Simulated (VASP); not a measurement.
# Al2O3 (Pnnm) in VASP: density of states with PBEsol

Aim: the density of states of Al2O3 with PBEsol.

All numbers are computed with VASP 6.6.1; they aren't measurements. Logs are shortened: lines on timing, memory, paths and dates and some standing lists are left out, and cuts for length are marked.

### Step 1. The cell of the first run

Symmetry: Pnnm, No. 58, orthorhombic system. Conventional cell: a = 4.614 Å, b = 9.563 Å, c = 3.120 Å, α = 90.00°, β = 90.00°, γ = 90.00°. Al (site symmetry m) has 4 O at 1.68 to 1.82 Å within 2.2 Å. O (site symmetry m) has 3 Al at 1.82 Å within 2.4 Å. O (site symmetry 2/m) has 2 Al at 1.68 Å within 2.2 Å.

### Step 2. Density of states, PBEsol

The input, POSCAR:

```
Al2O3
1.0
    4.6137770000      0.0000000000      0.0000000000
    0.0000000000      9.5632790000      0.0000000000
    0.0000000000      0.0000000000      3.1198620000
Al O
4 6
Direct
    0.5170250000      0.3245730000      0.5000000000
    0.4829750000      0.6754270000      0.5000000000
    0.0170250000      0.1754270000      0.0000000000
    0.9829750000      0.8245730000      0.0000000000
    0.8763650000      0.2469500000      0.5000000000
    0.0000000000      0.0000000000      0.0000000000
    0.6236350000      0.7469500000      0.0000000000
    0.3763650000      0.2530500000      0.0000000000
    0.1236350000      0.7530500000      0.5000000000
    0.5000000000      0.5000000000      0.5000000000
```

The input, INCAR.step1:

```
SYSTEM = Al2O3
ALGO = Normal
EDIFF = 1E-6
ENCUT = 520
GGA = PS
ISIF = 2
ISMEAR = 0
LASPH = .True.
LCHARG = .True.
LREAL = .False.
LWAVE = .False.
NBANDS = 35
NELM = 60
PREC = Accurate
SIGMA = 0.01
```

The input, KPOINTS.step1:

```
k-points
0
Gamma
  3 2 5
  0 0 0
```

The input, INCAR.step2:

```
SYSTEM = Al2O3
ALGO = Normal
EDIFF = 1E-6
ENCUT = 520
GGA = PS
ICHARG = 11
ISIF = 2
ISMEAR = -5
LASPH = .True.
LCHARG = .False.
LORBIT = 10
LREAL = .False.
LWAVE = .False.
NBANDS = 35
NEDOS = 1001
NELM = 60
PREC = Accurate
SIGMA = 0.01
```

The input, KPOINTS.step2:

```
k-points
0
Gamma
  5 3 8
  0 0 0
```

Potentials or basis: VASP PAW PBE potentials, release 64 (Al, O).

The run is started by

```console
cat potpaw_PBE.64/Al/POTCAR potpaw_PBE.64/O/POTCAR > POTCAR
cp INCAR.step1 INCAR
cp KPOINTS.step1 KPOINTS
mpirun -np 1 vasp_std > vasp.out
cp INCAR.step2 INCAR
cp KPOINTS.step2 KPOINTS
mpirun -np 1 vasp_std > vasp.out
```

OUTCAR:

```text
SYSTEM = Al2O3
   EDIFF = 1E-6
   ENCUT = 520
   GGA = PS
   ICHARG = 11
   ISIF = 2
   ISMEAR = -5
   LASPH = .True.
   LORBIT = 10
   LREAL = .False.
   NELM = 60
   PREC = Accurate

 ion  position               nearest neighbor table
   1  0.517  0.325  0.500-  10 1.68   5 1.82   8 1.82   8 1.82   3 3.13   3 3.13   3 3.13   3 3.13
                             2 3.36
   2  0.483  0.675  0.500-  10 1.68   9 1.82   7 1.82   7 1.82   4 3.13   4 3.13   4 3.13   4 3.13
                             1 3.36
   3  0.017  0.175  0.000-   6 1.68   8 1.82   5 1.82   5 1.82   1 3.13   1 3.13   1 3.13   1 3.13
                             4 3.36
   4  0.983  0.825  0.000-   6 1.68   7 1.82   9 1.82   9 1.82   2 3.13   2 3.13   2 3.13   2 3.13
                             3 3.36
   5  0.876  0.247  0.500-   1 1.82   3 1.82   3 1.82
   6  0.000  0.000  0.000-   3 1.68   4 1.68
   7  0.624  0.747  0.000-   4 1.82   2 1.82   2 1.82
   8  0.376  0.253  0.000-   3 1.82   1 1.82   1 1.82
   9  0.124  0.753  0.500-   2 1.82   4 1.82   4 1.82
  10  0.500  0.500  0.500-   1 1.68   2 1.68

  LATTYP: Found a simple orthorhombic cell.
 ALAT       =     3.1198620000
 B/A-ratio  =     1.4788400897
 C/A-ratio  =     3.0652891057

  Lattice vectors:

 A1 = (   0.0000000000,   0.0000000000,   3.1198620000)
 A2 = (   4.6137770000,   0.0000000000,   0.0000000000)
 A3 = (   0.0000000000,   9.5632790000,   0.0000000000)

Analysis of symmetry for initial positions (statically):
=====================================================================
 Subroutine PRICEL returns:
 Original cell was already a primitive cell.

 Routine SETGRP: Setting up the symmetry group for a
 simple orthorhombic supercell.

 Subroutine GETGRP returns: Found  8 space group operations
 (whereof  4 operations were pure point group operations)
 out of a pool of  8 trial point group operations.

The static configuration has the point symmetry C_2h.
 The point group associated with its full space group is D_2h.

Analysis of symmetry for dynamics (positions and initial velocities):
=====================================================================
 Subroutine PRICEL returns:
 Original cell was already a primitive cell.

 Routine SETGRP: Setting up the symmetry group for a
 simple orthorhombic supercell.

 Subroutine GETGRP returns: Found  8 space group operations
 (whereof  4 operations were pure point group operations)
 out of a pool of  8 trial point group operations.

The dynamic configuration has the point symmetry C_2h.
 The point group associated with its full space group is D_2h.

 Subroutine INISYM returns: Found  8 space group operations
 (whereof  4 operations are pure point group operations),
 and found     1 'primitive' translations

----------------------------------------------------------------------------------------

                                     Primitive cell

  volume of cell :     137.6572

  direct lattice vectors                    reciprocal lattice vectors
     4.613777000  0.000000000  0.000000000     0.216742162  0.000000000  0.000000000
     0.000000000  9.563279000  0.000000000     0.000000000  0.104566645  0.000000000
     0.000000000  0.000000000  3.119862000     0.000000000  0.000000000  0.320526998

  length of vectors
     4.613777000  9.563279000  3.119862000     0.216742162  0.104566645  0.320526998

  position of ions in fractional coordinates (direct lattice)
     0.517025000  0.324573000  0.500000000
     0.482975000  0.675427000  0.500000000
     0.017025000  0.175427000  0.000000000
     0.982975000  0.824573000  0.000000000
     0.876365000  0.246950000  0.500000000
     0.000000000  0.000000000  0.000000000
     0.623635000  0.746950000  0.000000000
     0.376365000  0.253050000  0.000000000
     0.123635000  0.753050000  0.500000000
     0.500000000  0.500000000  0.500000000

  ion indices of the primitive-cell ions
   primitive index   ion index
                 1           1
                 2           2
                 3           3
                 4           4
                 5           5
                 6           6
                 7           7
                 8           8
                 9           9
                10          10

----------------------------------------------------------------------------------------

 KPOINTS: k-points

Automatic generation of k-mesh.
 Grid dimensions read from file:
 generate k-points for:    5    3    8

 Generating k-lattice:

  Cartesian coordinates                     Fractional coordinates (reciprocal lattice)
     0.043348432  0.000000000  0.000000000     0.200000000  0.000000000  0.000000000
     0.000000000  0.034855548  0.000000000     0.000000000  0.333333333  0.000000000
     0.000000000  0.000000000  0.040065875     0.000000000  0.000000000  0.125000000

  Length of vectors
     0.043348432  0.034855548  0.040065875

  Shift w.r.t. Gamma in fractional coordinates (k-lattice)
     0.000000000  0.000000000  0.000000000

 TETIRR: Found    348 inequivalent tetrahedra from      720

 Subroutine IBZKPT returns following result:
 ===========================================

 Found     30 irreducible k-points:

 Following reciprocal coordinates:
            Coordinates               Weight
  0.000000  0.000000  0.000000      1.000000
  0.200000  0.000000  0.000000      2.000000
  0.400000  0.000000  0.000000      2.000000
  0.000000  0.333333  0.000000      2.000000
  0.200000  0.333333  0.000000      4.000000
  0.400000  0.333333  0.000000      4.000000
[... 16 lines left out ...]
  0.200000  0.333333  0.375000      8.000000
  0.400000  0.333333  0.375000      8.000000
 [... further k-points ...]
   k-points           NKPTS =     30   k-points in BZ     NKDIM =     30   number of bands    NBANDS=     35
   number of dos      NEDOS =   1001   number of ions     NIONS =     10
   total plane-waves  NPLWV =  62208
   dimension x,y,z NGX =    36 NGY =   72 NGZ =   24
   dimension x,y,z NGXF=    72 NGYF=  144 NGZF=   48
   ions per type =               4   6
   NGX,Y,Z   is equivalent  to a cutoff of  12.97, 12.52, 12.79 a.u.
   NGXF,Y,Z  is equivalent  to a cutoff of  25.94, 25.03, 25.58 a.u.
 SYSTEM =  Al2O3
   PREC   = accura    normal or accurate (medium, high low for compatibility)
   ISTART =      0    job   : 0-new  1-cont  2-samecut
   ICHARG =     11    charge: 1-file 2-atom 10-const
   ISPIN  =      1    spin polarized calculation?
   LNONCOLLINEAR =      F non collinear calculations
   LSORBIT =      F    spin-orbit coupling
   LASPH  =      T    aspherical Exc in radial PAW
   ENCUT  =  520.0 eV  38.22 Ry    6.18 a.u.   8.58 17.78  5.80*2*pi/ulx,y,z
   NELM   =     60;   NELMIN=  2; NELMDL=  0     # of ELM steps
   EDIFF  = 0.1E-05   stopping-criterion for ELM
   LREAL  =      F    real-space projection
   EDIFFG = 0.1E-04   stopping-criterion for IOM
   NSW    =      0    number of steps for IOM
   IBRION =     -1    ionic relax: 0-MD 1-quasi-New 2-CG
   NFREE  =      0    steps in history (QN), initial steepest desc. (CG)
   ISIF   =      2    stress and relaxation
   ISYM   =      2    0-nonsym 1-usesym 2-fastsym
   POTIM  = 0.5000    time-step for ionic-motion
   TEBEG  =    0.0;   TEEND  =   0.0 temperature during run
   PSTRESS=    0.0 pullay stress
   NELECT =      48.0000    total number of electrons
   NUPDOWN=      -1.0000    fix difference up-down
   EMIN   =  10.00;   EMAX   =-10.00  energy-range for DOS
   EFERMI =   0.00;   METHOD = LEGACY
   ISMEAR =    -5;   SIGMA  =   0.01  broadening in eV -4-tet -1-fermi 0-gaus
   EFERMI_NEDOS =   21; number of points for ismear=-14 and -15
   IALGO  =     38    algorithm
   IMIX   =      4    mixing-type and parameters
     AMIX     =   0.40;   BMIX     =  1.00
     AMIX_MAG =   1.60;   BMIX_MAG =  1.00
  volume/ion in A,a.u.               =      13.77        92.90
  Fermi-wavevector in a.u.,A,eV,Ry     =   1.152274  2.177482 18.064926  1.327735
  Thomas-Fermi vector in A             =   2.288926
   LORBIT       =     10    0 simple, 1 ext, 2 COOP (PROOUT), +10 PAW based schemes
   GGA     = PS    functional components
   LHFCALC =     F    Hartree Fock is set to
   AEXX    =    0.0000 exact exchange contribution
   IVDW    =     0    specifies the selected vdW correction
   LEPSILON=     F    determine dielectric tensor
   LRPA    =     F    only Hartree local field effects (RPA)
 non-spin polarized calculation
 Fermi weights with tetrahedron method with Bloechl corrections
  energy-cutoff  :      520.00
  volume of cell :      137.66
 maximum number of plane-waves:      3737
 NGX is ok and might be reduce to    36

 number of electron      48.0000028 magnetization

 Free energy of the ion-electron system (eV)
  ---------------------------------------------------
  ext. energy  EPLUGINS =         0.00000000
  ---------------------------------------------------
  free energy    TOTEN  =       -76.78753334 eV

  energy without entropy =      -76.78753334  energy(sigma->0) =      -76.78753334

 E-fermi :   1.7788     XC(G=0):  -8.9666

 val. band max:        1.7608808051   @ k =   0.0000   0.0000   0.0000
 cond. band min:       5.1831112175   @ k =   0.0000   0.0000   0.0000
 fundamental gap:      3.4222304123
 Fermi energy:         1.7788488480

 k-point     1 :       0.0000    0.0000    0.0000
  band No.  band energies     occupation
      1     -17.1146      2.00000
      2     -17.0400      2.00000
      3     -15.7679      2.00000
      4     -15.7407      2.00000
      5     -14.4771      2.00000
      6     -14.3601      2.00000
[... 27 lines left out ...]
     34      12.3742      0.00000
     35      13.6036      0.00000

 k-point     2 :       0.2000    0.0000    0.0000
  band No.  band energies     occupation
      1     -17.0050      2.00000
      2     -16.9320      2.00000
      3     -15.9234      2.00000
      4     -15.8843      2.00000
      5     -14.4569      2.00000
      6     -14.3657      2.00000
[... 27 lines left out ...]
     34      12.1365      0.00000
     35      12.9056      0.00000

 k-point     3 :       0.4000    0.0000    0.0000
  band No.  band energies     occupation
      1     -16.7033      2.00000
      2     -16.6356      2.00000
      3     -16.2944      2.00000
      4     -16.2377      2.00000
      5     -14.4174      2.00000
      6     -14.3843      2.00000
[... 27 lines left out ...]
     34      11.8722      0.00000
     35      12.5439      0.00000
[... 723 lines left out ...]
 k-point    23 :       0.2000    0.3333    0.3750
  band No.  band energies     occupation
      1     -16.3732      2.00000
      2     -16.3561      2.00000
      3     -15.9183      2.00000
      4     -15.9175      2.00000
      5     -14.2895      2.00000
      6     -14.2631      2.00000
[... 27 lines left out ...]
     34      12.3692      0.00000
     35      12.7066      0.00000

 k-point    24 :       0.4000    0.3333    0.3750
  band No.  band energies     occupation
      1     -16.2280      2.00000
      2     -16.2156      2.00000
      3     -16.0528      2.00000
      4     -16.0468      2.00000
      5     -14.2808      2.00000
      6     -14.2705      2.00000
[... 27 lines left out ...]
     34      12.1360      0.00000
     35      12.4761      0.00000

 [... further k-points ...]

------------------------ aborting loop because EDIFF is reached ----------------------------------------

  FORCE on cell =-STRESS in cart. coord.  units (eV):
  Direction    XX          YY          ZZ          XY          YZ          ZX
  --------------------------------------------------------------------------------------
  -------------------------------------------------------------------------------------
  Total       -1.0151341     -0.3139073     -4.9741558      0.0000000      0.0000000      0.0000000
  in kB      -11.8150395     -3.6535346    -57.8936800      0.0000000      0.0000000      0.0000000
  external PRESSURE =     -24.4540847 kB  Pullay stress =       0.0000000 kB

 VOLUME and BASIS-vectors are now :
 -----------------------------------------------------------------------------
  energy-cutoff  :      520.00
  volume of cell :      137.66
      direct lattice vectors                 reciprocal lattice vectors
     4.613777000  0.000000000  0.000000000     0.216742162  0.000000000  0.000000000
     0.000000000  9.563279000  0.000000000     0.000000000  0.104566645  0.000000000
     0.000000000  0.000000000  3.119862000     0.000000000  0.000000000  0.320526998

 POSITION                                       TOTAL-FORCE (eV/Angst)
 -----------------------------------------------------------------------------------
      2.38544      3.10398      1.55993         0.050526     -0.076553      0.000000
      2.22834      6.45930      1.55993        -0.050526      0.076553     -0.000000
      0.07855      1.67766      0.00000         0.050526      0.076553     -0.000000
      4.53523      7.88562      0.00000        -0.050526     -0.076553      0.000000
      4.04335      2.36165      1.55993        -0.156357      0.071914      0.000000
      0.00000      0.00000      0.00000         0.000000     -0.000000      0.000000
      2.87731      7.14329      0.00000         0.156357      0.071914      0.000000
      1.73646      2.41999      0.00000        -0.156357     -0.071914     -0.000000
      0.57042      7.20163      1.55993         0.156357     -0.071914      0.000000
      2.30689      4.78164      1.55993         0.000000     -0.000000      0.000000
 -----------------------------------------------------------------------------------
    total drift:                                0.000000     -0.000000     -0.000000

  FREE ENERGIE OF THE ION-ELECTRON SYSTEM (eV)
  ---------------------------------------------------
  free  energy   TOTEN  =       -76.7875333426 eV

  energy  without entropy=      -76.7875333426  energy(sigma->0) =      -76.78753334

 total charge

# of ion       s       p       d       tot
------------------------------------------
    1        0.343   0.437   0.000   0.780
    2        0.343   0.437   0.000   0.780
    3        0.343   0.437   0.000   0.780
    4        0.343   0.437   0.000   0.780
    5        1.539   3.609   0.000   5.148
    6        1.543   3.611   0.000   5.154
    7        1.539   3.609   0.000   5.148
    8        1.539   3.609   0.000   5.148
    9        1.539   3.609   0.000   5.148
   10        1.543   3.611   0.000   5.154
--------------------------------------------------
tot         10.615  23.402   0.000  34.017
```

Wall time 95 s (1 thread of Intel Xeon Platinum 8259CL at 2.50GHz (Skylake/Cascade Lake), shared host); peak memory 0.27 GiB.

Results:

```yaml
Valence_electrons_inside_the_program's_atomic_spheres: Al 0.78; O 5.15
```

Caveat: the k points lie up to 0.45 Å⁻¹ apart; the PAW data sets were made with another functional, which shifts forces and pressure a little.
